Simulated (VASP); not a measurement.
# Cd4SeS3 in VASP: notebook

Runs on Cd4SeS3. Level: PBE. Tasks: single point, relaxation of cell and atoms.

All numbers are computed with VASP 6.6.1; they aren't measurements. Logs are shortened: lines on timing, memory, paths and dates and some standing lists are left out, and cuts for length are marked.

## (1) The cell of the first run

The typed cell holds 16 atoms: a = 6.907 Å, b = 8.484 Å, c = 8.488 Å, α = 120.04°, β = 89.99°, γ = 90.02°.

## (2) Single point, PBE

INCAR reads:

```
ALGO     = Normal         # electronic algorithm
EDIFF    = 1E-7           # SCF threshold, eV
ENCUT    = 520            # plane-wave cutoff, eV
GGA      = PE             # functional
ISIF     = 2              # what is computed and relaxed
ISMEAR   = 0              # smearing method
LASPH    = T              # aspherical terms in the spheres
LCHARG   = T              # write CHGCAR
LELF     = T              # ELF
LREAL    = Auto         
LVHAR    = T            
LWAVE    = F              # write WAVECAR
NBANDS   = 86             # bands
NELM     = 100            # most SCF steps
PREC     = Accurate       # precision mode
SIGMA    = 0.1            # smearing width, eV
```

KPOINTS reads:

```
k-points
0
Gamma
  2 3 3
```

POSCAR reads:

```
Cd4SeS3
1.0
   -0.0010591246      0.0003559546      6.9065422740
    8.4841460354     -0.0044533258     -0.0012650829
   -4.2458749448      7.3501490626      0.0009499270
Cd Se S
8 2 6
Direct
    0.3709348119      0.1612675647      0.8370867521
    0.3710104063      0.1633708208      0.3258491630
    0.3712297971      0.6743491190      0.8375798346
    0.8889660083      0.3331706907      0.6669287834
    0.8710981781      0.8386663968      0.1629503259
    0.8712741740      0.3261204746      0.1624280204
    0.3894924597      0.6663609784      0.3326094980
    0.8711751010      0.8365814292      0.6745950660
    0.5006895168      0.3327833457      0.6671827814
    0.0010543036      0.6675437673      0.3331478108
    0.9987729902      0.1652007478      0.8340880009
    0.9987610303      0.1669622413      0.3316138810
    0.9988992365      0.6686593104      0.8346333386
    0.4988365620      0.8348633853      0.1658330538
    0.4989026192      0.3309908916      0.1653191007
    0.4989028049      0.8331088365      0.6681545892
```

Potentials or basis: VASP PAW PBE potentials, release 64 (Cd, Se, S).

Run with:

```sh
cat potpaw_PBE.64/Cd/POTCAR potpaw_PBE.64/Se/POTCAR potpaw_PBE.64/S/POTCAR > POTCAR
mpirun -np 1 vasp_std > vasp.out
```

OUTCAR:

```text
EDIFF = 1E-7
   ENCUT = 520
   GGA = PE
   ISIF = 2
   ISMEAR = 0
   LASPH = T
   LREAL = Auto
   NELM = 100
   PREC = Accurate

 ion  position               nearest neighbor table
   1  0.371  0.161  0.837-  16 2.57  15 2.57  11 2.57   9 2.66
   2  0.371  0.163  0.326-  15 2.57  14 2.57  12 2.57   9 2.66
   3  0.371  0.674  0.838-  14 2.57  16 2.57  13 2.57   9 2.66
   4  0.889  0.333  0.667-  11 2.58  12 2.58  13 2.58   9 2.68
   5  0.871  0.839  0.163-  12 2.57  13 2.57  14 2.57  10 2.66
   6  0.871  0.326  0.162-  11 2.57  12 2.57  15 2.57  10 2.66
[... 8 lines left out ...]
  15  0.499  0.331  0.165-   2 2.57   1 2.57   6 2.57   7 2.58
  16  0.499  0.833  0.668-   1 2.57   3 2.57   8 2.57   7 2.58

  LATTYP: Found a triclinic cell.
 ALAT       =     8.4841472985
 B/A-ratio  =     0.9995930891
 C/A-ratio  =     0.8140526233
 COS(alpha) =     0.0000691583
 COS(beta)  =     0.0003024893
 COS(gamma) =     0.4993004406

  Lattice vectors:

 A1 = (  -8.4841460354,   0.0044533258,   0.0012650829)
 A2 = (  -4.2382710906,  -7.3456957368,   0.0003151559)
 A3 = (  -0.0010591246,   0.0003559546,   6.9065422740)

Analysis of symmetry for initial positions (statically):
=====================================================================
 Subroutine PRICEL returns:
 Original cell was already a primitive cell.

 Routine SETGRP: Setting up the symmetry group for a
 triclinic supercell.

 Subroutine GETGRP returns: Found  1 space group operations
 (whereof  1 operations were pure point group operations)
 out of a pool of  2 trial point group operations.

The static configuration has the point symmetry C_1 .

Analysis of symmetry for dynamics (positions and initial velocities):
=====================================================================
 Subroutine PRICEL returns:
 Original cell was already a primitive cell.

 Routine SETGRP: Setting up the symmetry group for a
 triclinic supercell.

 Subroutine GETGRP returns: Found  1 space group operations
 (whereof  1 operations were pure point group operations)
 out of a pool of  2 trial point group operations.

The dynamic configuration has the point symmetry C_1 .

 Subroutine INISYM returns: Found  1 space group operations
 (whereof  1 operations are pure point group operations),
 and found     1 'primitive' translations

----------------------------------------------------------------------------------------

                                     Primitive cell

  volume of cell :     430.5596

  direct lattice vectors                    reciprocal lattice vectors
    -0.001059125  0.000355955  6.906542274     0.000021587 -0.000006243  0.144790256
     8.484146035 -0.004453326 -0.001265083     0.117902653  0.068107449  0.000014570
    -4.245874945  7.350149063  0.000949927     0.000071434  0.136092928 -0.000007003

  length of vectors
     6.906542364  8.484147298  8.488353562     0.144790258  0.136160421  0.136092947

  position of ions in fractional coordinates (direct lattice)
     0.370934812  0.161267565  0.837086752
     0.371010406  0.163370821  0.325849163
     0.371229797  0.674349119  0.837579835
     0.888966008  0.333170691  0.666928783
     0.871098178  0.838666397  0.162950326
     0.871274174  0.326120475  0.162428020
[... 8 lines left out ...]
     0.498902619  0.330990892  0.165319101
     0.498902805  0.833108837  0.668154589

  ion indices of the primitive-cell ions
   primitive index   ion index
                 1           1
                 2           2
                 3           3
                 4           4
                 5           5
                 6           6
[... 8 lines left out ...]
                15          15
                16          16

----------------------------------------------------------------------------------------

 KPOINTS: k-points

Automatic generation of k-mesh.
 Grid dimensions read from file:
 generate k-points for:    2    3    3

 Generating k-lattice:

  Cartesian coordinates                     Fractional coordinates (reciprocal lattice)
     0.000010793 -0.000003121  0.072395128     0.500000000  0.000000000 -0.000000000
     0.039300884  0.022702483  0.000004857     0.000000000  0.333333333 -0.000000000
     0.000023811  0.045364309 -0.000002334     0.000000000 -0.000000000  0.333333333

  Length of vectors
     0.072395129  0.045386807  0.045364316

  Shift w.r.t. Gamma in fractional coordinates (k-lattice)
     0.000000000  0.000000000  0.000000000

 Subroutine IBZKPT returns following result:
 ===========================================

 Found     10 irreducible k-points:

 Following reciprocal coordinates:
            Coordinates               Weight
  0.000000  0.000000  0.000000      1.000000
  0.500000  0.000000  0.000000      1.000000
 -0.000000  0.333333  0.000000      2.000000
  0.500000  0.333333  0.000000      2.000000
  0.000000  0.000000  0.333333      2.000000
  0.500000  0.000000  0.333333      2.000000
  0.000000  0.333333  0.333333      2.000000
  0.500000  0.333333  0.333333      2.000000
 -0.000000 -0.333333  0.333333      2.000000
  0.500000 -0.333333  0.333333      2.000000
   k-points           NKPTS =     10   k-points in BZ     NKDIM =     10   number of bands    NBANDS=     86
   number of dos      NEDOS =    301   number of ions     NIONS =     16
   total plane-waves  NPLWV = 221184
   dimension x,y,z NGX =    54 NGY =   64 NGZ =   64
   dimension x,y,z NGXF=   108 NGYF=  128 NGZF=  128
   ions per type =               8   2   6
   NGX,Y,Z   is equivalent  to a cutoff of  13.00, 12.54, 12.53 a.u.
   NGXF,Y,Z  is equivalent  to a cutoff of  26.00, 25.08, 25.07 a.u.
 SYSTEM =  unknown system
   PREC   = accura    normal or accurate (medium, high low for compatibility)
   ISTART =      0    job   : 0-new  1-cont  2-samecut
   ICHARG =      2    charge: 1-file 2-atom 10-const
   ISPIN  =      1    spin polarized calculation?
   LNONCOLLINEAR =      F non collinear calculations
   LSORBIT =      F    spin-orbit coupling
   LASPH  =      T    aspherical Exc in radial PAW
   ENCUT  =  520.0 eV  38.22 Ry    6.18 a.u.  12.84 15.77 15.78*2*pi/ulx,y,z
   NELM   =    100;   NELMIN=  2; NELMDL= -5     # of ELM steps
   EDIFF  = 0.1E-06   stopping-criterion for ELM
   LREAL  =      T    real-space projection
   EDIFFG = 0.1E-05   stopping-criterion for IOM
   NSW    =      0    number of steps for IOM
   IBRION =     -1    ionic relax: 0-MD 1-quasi-New 2-CG
   NFREE  =      0    steps in history (QN), initial steepest desc. (CG)
   ISIF   =      2    stress and relaxation
   ISYM   =      2    0-nonsym 1-usesym 2-fastsym
   POTIM  = 0.5000    time-step for ionic-motion
   TEBEG  =    0.0;   TEEND  =   0.0 temperature during run
   PSTRESS=    0.0 pullay stress
   NELECT =     144.0000    total number of electrons
   NUPDOWN=      -1.0000    fix difference up-down
   EMIN   =  10.00;   EMAX   =-10.00  energy-range for DOS
   EFERMI =   0.00;   METHOD = LEGACY
   ISMEAR =     0;   SIGMA  =   0.10  broadening in eV -4-tet -1-fermi 0-gaus
   EFERMI_NEDOS =   21; number of points for ismear=-14 and -15
   IALGO  =     38    algorithm
   IMIX   =      4    mixing-type and parameters
     AMIX     =   0.40;   BMIX     =  1.00
     AMIX_MAG =   1.60;   BMIX_MAG =  1.00
  volume/ion in A,a.u.               =      26.91       181.60
  Fermi-wavevector in a.u.,A,eV,Ry     =   1.136365  2.147419 17.569554  1.291326
  Thomas-Fermi vector in A             =   2.273070
   LORBIT       =      0    0 simple, 1 ext, 2 COOP (PROOUT), +10 PAW based schemes
   GGA     = PE    functional components
   LHFCALC =     F    Hartree Fock is set to
   AEXX    =    0.0000 exact exchange contribution
   IVDW    =     0    specifies the selected vdW correction
   LEPSILON=     F    determine dielectric tensor
   LRPA    =     F    only Hartree local field effects (RPA)
 non-spin polarized calculation
 Gauss-broadening in eV      SIGMA  =   0.10
  energy-cutoff  :      520.00
  volume of cell :      430.56
 maximum number of plane-waves:     11619
 NGX is ok and might be reduce to    54
   NGX = 25   NGY = 31   NGZ = 31

 number of electron     143.9999976 magnetization

 Free energy of the ion-electron system (eV)
  ---------------------------------------------------
  ext. energy  EPLUGINS =         0.00000000
  ---------------------------------------------------
  free energy    TOTEN  =       -47.83304350 eV

  energy without entropy =      -47.83304350  energy(sigma->0) =      -47.83304350

 E-fermi :   1.3207     XC(G=0):  -8.8503

 val. band max:        0.8263454785   @ k =   0.0000   0.0000   0.0000
 cond. band min:       1.7732361577   @ k =   0.0000   0.0000   0.0000
 fundamental gap:      0.9468906792
 Fermi energy:         1.3206962799

 k-point     1 :       0.0000    0.0000    0.0000
  band No.  band energies     occupation
      1     -11.3314      2.00000
      2     -10.9831      2.00000
      3     -10.9584      2.00000
      4     -10.9582      2.00000
      5     -10.9499      2.00000
      6     -10.8575      2.00000
[... 76 lines left out ...]
     83       5.8696      0.00000
     84       6.8511      0.00000

 k-point     2 :       0.5000    0.0000    0.0000
  band No.  band energies     occupation
      1     -11.1420      2.00000
      2     -11.1411      2.00000
      3     -10.9086      2.00000
      4     -10.9069      2.00000
      5     -10.8922      2.00000
      6     -10.8921      2.00000
[... 685 lines left out ...]
     83       6.0944      0.00000
     84       6.4508      0.00000

 k-point    10 :       0.5000   -0.3333    0.3333
  band No.  band energies     occupation
      1     -11.0817      2.00000
      2     -11.0808      2.00000
      3     -10.9596      2.00000
      4     -10.9587      2.00000
      5     -10.9023      2.00000
      6     -10.9014      2.00000
[... 76 lines left out ...]
     83       6.2093      0.00000
     84       6.2119      0.00000
 [bands above 84 left out]

------------------------ aborting loop because EDIFF is reached ----------------------------------------

  FORCE on cell =-STRESS in cart. coord.  units (eV):
  Direction    XX          YY          ZZ          XY          YZ          ZX
  --------------------------------------------------------------------------------------
  -------------------------------------------------------------------------------------
  Total        0.7756167      0.7583739      0.7506783      0.0278324     -0.0045987      0.0082552
  in kB        2.8861870      2.8220240      2.7933876      0.1035687     -0.0171123      0.0307187
  external PRESSURE =       2.8338662 kB  Pullay stress =       0.0000000 kB

 VOLUME and BASIS-vectors are now :
 -----------------------------------------------------------------------------
  energy-cutoff  :      520.00
  volume of cell :      430.56
      direct lattice vectors                 reciprocal lattice vectors
    -0.001059125  0.000355955  6.906542274     0.000021587 -0.000006243  0.144790256
     8.484146035 -0.004453326 -0.001265083     0.117902653  0.068107449  0.000014570
    -4.245874945  7.350149063  0.000949927     0.000071434  0.136092928 -0.000007003

 POSITION                                       TOTAL-FORCE (eV/Angst)
 -----------------------------------------------------------------------------------
     -2.18634      6.15213      2.56247         0.003346      0.001571      0.002025
      0.00215      2.39444      2.56250        -0.001626     -0.004559      0.001304
      2.16462      6.15347      2.56386         0.002665      0.000947     -0.001889
     -0.00597      4.90086      6.13989         0.001324     -0.000077     -0.002071
      6.42258      1.19428      6.01537        -0.003289     -0.002153      0.000768
      2.07628      1.19273      6.01723        -0.006274     -0.001236     -0.001100
[... 8 lines left out ...]
      2.10572      1.21382      3.44543        -0.001104      0.000535      0.002772
      4.23079      4.90750      3.44527         0.003892     -0.001540      0.001883
 -----------------------------------------------------------------------------------
    total drift:                               -0.000680      0.000584     -0.012660

  FREE ENERGIE OF THE ION-ELECTRON SYSTEM (eV)
  ---------------------------------------------------
  free  energy   TOTEN  =       -47.8330434988 eV

  energy  without entropy=      -47.8330434988  energy(sigma->0) =      -47.83304350
```

Wall time 6.3 min (1 thread of Intel Xeon 6975P-C (Granite Rapids), shared host); peak memory 0.61 GiB.

What came out:

```
Free energy            : -47.8330 eV
Pressure               : 0.3 GPa
Largest force          : 0.008 eV/Å
Band gap on the k mesh : 0.95 eV
```

Forces in eV/Å, atoms in the order of the input:
```
Cd   0.003  0.002  0.002
Cd  -0.002 -0.005  0.001
Cd   0.003  0.001 -0.002
Cd   0.001  0.000 -0.002
Cd  -0.003 -0.002  0.001
Cd  -0.006 -0.001 -0.001
Cd   0.001  0.004 -0.007
Cd   0.004  0.001  0.001
Se   0.000 -0.001 -0.001
Se   0.001  0.001 -0.002
S    0.000  0.002  0.000
S   -0.005  0.001  0.002
S    0.001 -0.001  0.001
S   -0.002  0.000  0.003
S   -0.001  0.001  0.003
S    0.004 -0.002  0.002
```

Caveat: the k points lie up to 0.45 Å⁻¹ apart.

## (3) Relaxation of cell and atoms, PBE

This run uses another cell than the first one, of 25.24 Å³/atom.

INCAR reads:

```
PREC = Accurate
ENCUT = 600
EDIFF = 1E-6
ISMEAR = 0
SIGMA = 0.15
LREAL = Auto
LASPH = T
NELM = 80
ALGO = Normal
ISIF = 3
LWAVE = F
LCHARG = F
GGA = PE
IBRION = 2
NSW = 36
EDIFFG = -0.08
```

KPOINTS reads:

```
regular mesh
0
Gamma
  2 2 2
```

POSCAR reads:

```
Cd4SeS3
1.0
    8.3000000000      0.0000000000      0.0000000000
   -4.1500000000      7.1880108500      0.0000000000
    0.0000000000      0.0000000000      6.7700000000
Cd Se S
8 2 6
Direct
    0.1666670000      0.8333330000      0.3750000000
    0.1666670000      0.3333340000      0.3750000000
    0.6666660000      0.8333330000      0.3750000000
    0.3333333300      0.6666666700      0.8750000000
    0.8333330000      0.1666670000      0.8750000000
    0.3333340000      0.1666670000      0.8750000000
    0.6666666700      0.3333333300      0.3750000000
    0.8333330000      0.6666660000      0.8750000000
    0.3333333300      0.6666666700      0.5000000000
    0.6666666700      0.3333333300      0.0000000000
    0.1666670000      0.8333330000      0.0000000000
    0.1666670000      0.3333340000      0.0000000000
    0.6666660000      0.8333330000      0.0000000000
    0.8333330000      0.1666670000      0.5000000000
    0.3333340000      0.1666670000      0.5000000000
    0.8333330000      0.6666660000      0.5000000000
```

Potentials or basis: VASP PAW PBE potentials, release 64 (Cd, Se, S).

Run with:

```sh
cat potpaw_PBE.64/Cd/POTCAR potpaw_PBE.64/Se/POTCAR potpaw_PBE.64/S/POTCAR > POTCAR
mpirun -np 1 vasp_std > vasp.out
```

Wall time 9.3 min (1 thread of Intel Xeon 6975P-C (Granite Rapids), shared host); peak memory 0.65 GiB.

Results (log left out):

```yaml
Free_energy: -47.6855 eV
Relaxed_volume: 27.02 Å³/atom
Relaxed_cell: a = 8.498 Å, b = 8.498 Å, c = 6.912 Å, α = 90.00°, β = 90.00°, γ = 120.00°
Space_group_after_relaxing_to_0.1_Å: P6_3mc (No. 186)
Energy_gained_by_relaxing: 34.1 meV/atom
Ionic_steps: 5
Pressure_after_relaxing: 0.1 GPa
Largest_force_after_relaxing: 0.049 eV/Å
Band_gap_on_the_k_mesh: 0.93 eV
```

Forces on the atoms (eV/Å):
```
Cd   0.004 -0.002 -0.005
Cd   0.000  0.004 -0.005
Cd  -0.004 -0.002 -0.005
Cd   0.000  0.000  0.049
Cd  -0.004  0.002 -0.005
Cd   0.004  0.002 -0.005
Cd   0.000  0.000  0.049
Cd   0.000 -0.004 -0.005
Se   0.000  0.000 -0.014
Se   0.000  0.000 -0.014
S   -0.025  0.015 -0.007
S    0.000 -0.029 -0.007
S    0.025  0.015 -0.007
S    0.025 -0.015 -0.007
S   -0.025 -0.015 -0.007
S    0.000  0.029 -0.007
```

The path:
```csv
step,energy change (eV),largest force (eV/Å),pressure (GPa),volume (Å³)
1,0.0000,0.6683,4.40,403.90
2,-0.4494,0.2786,-1.31,445.82
3,-0.4806,0.3471,-0.30,436.52
4,-0.5194,0.2348,-0.16,434.95
5,-0.5456,0.0490,0.11,432.26
```

Final structure:
```
CELL_PARAMETERS angstrom
8.49776 0.00000 0.00000
-4.24888 7.35928 0.00000
0.00000 0.00000 6.91208
ATOMIC_POSITIONS crystal
Cd 0.16216 0.83784 0.37195
Cd 0.16216 0.32432 0.37195
Cd 0.67568 0.83784 0.37195
Cd 0.33333 0.66667 0.88547
Cd 0.83784 0.16216 0.87195
Cd 0.32432 0.16216 0.87195
Cd 0.66667 0.33333 0.38547
Cd 0.83784 0.67568 0.87195
Se 0.33333 0.66667 0.49957
Se 0.66667 0.33333 0.99957
S 0.16618 0.83382 0.99970
S 0.16618 0.33237 0.99970
S 0.66763 0.83382 0.99970
S 0.83382 0.16618 0.49970
S 0.33237 0.16618 0.49970
S 0.83382 0.66763 0.49970
```

Levels at points of the mesh, in eV from the valence-band top:
| k point | band 68 | band 69 | band 70 | band 71 | band 72 | band 73 | band 74 | band 75 | band 76 | band 77 |
| --- | --- | --- | --- | --- | --- | --- | --- | --- | --- | --- |
| (0.00, 0.00, 0.00) | -0.51 | -0.51 | -0.05 | 0.00 | 0.00 | 0.93 | 2.54 | 3.46 | 3.47 | 3.47 |
| (0.50, 0.00, 0.00) | -1.06 | -0.49 | -0.43 | -0.37 | -0.30 | 2.69 | 2.76 | 3.73 | 3.80 | 4.13 |
| (0.00, 0.00, 0.50) | -1.09 | -0.34 | -0.34 | -0.34 | -0.34 | 2.60 | 2.60 | 3.28 | 3.28 | 3.29 |
| (0.50, 0.00, 0.50) | -0.97 | -0.96 | -0.96 | -0.68 | -0.68 | 3.53 | 3.53 | 3.61 | 3.61 | 3.99 |

Caveat: the k points lie up to 0.45 Å⁻¹ apart in the final cell; the relaxation stopped at a loose force limit of 0.08 eV/Å, so its end isn't a converged minimum.
